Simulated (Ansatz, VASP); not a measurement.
**HfC2: VASP beside Ansatz**

```xyz
3
Lattice="3.2818 0.0000 0.0000 -1.6409 2.8421 0.0000 0.0000 0.0000 3.1797" Properties=species:S:1:pos:R:3 pbc="T T T"
Hf    0.0000    0.0000    0.0000
C     0.0000    1.8947    1.5898
C     1.6409    0.9474    1.5898
```

Change from the starting cell: species swapped into the NdAg2 type (P6/mmm, No. 191).

Alike in both runs: functional PBE; k mesh 6 × 6 × 6; occupations gaussian, width 0.1 eV; no spin polarisation.

Ansatz relaxed the structure, and its values are those at the end. VASP's run is a single point on that final structure, the one shown.

|  | VASP | Ansatz |
| --- | --- | --- |
| version | VASP 6.6.1 | Ansatz 0.2.0 |
| potentials or method | VASP PAW PBE potentials, release 64 (Hf_pv, C), cutoff 600 eV | scalar-relativistic, plane waves, PAW |
| valence electrons in the cell | 18 | 34 |

Ansatz gave:

```
gap on the k mesh at the Fermi level (eV) : none
pressure (GPa)                            : -0.2
```

Problem. Which values does VASP return?

Solution. gap on the k mesh at the Fermi level (eV): none; pressure (GPa): -2.0.

A gap of «none» marks a metal or a gap that the smearing closes. The functional is the same, so the differences come from potentials, cutoffs and numerics. VASP's potentials hold 18 valence electrons a cell and Ansatz's 34, so a difference there can come from the potentials and not from the codes.

The k mesh is coarse, so the values compare programs but aren't converged. Neither program's run includes spin-orbit coupling.
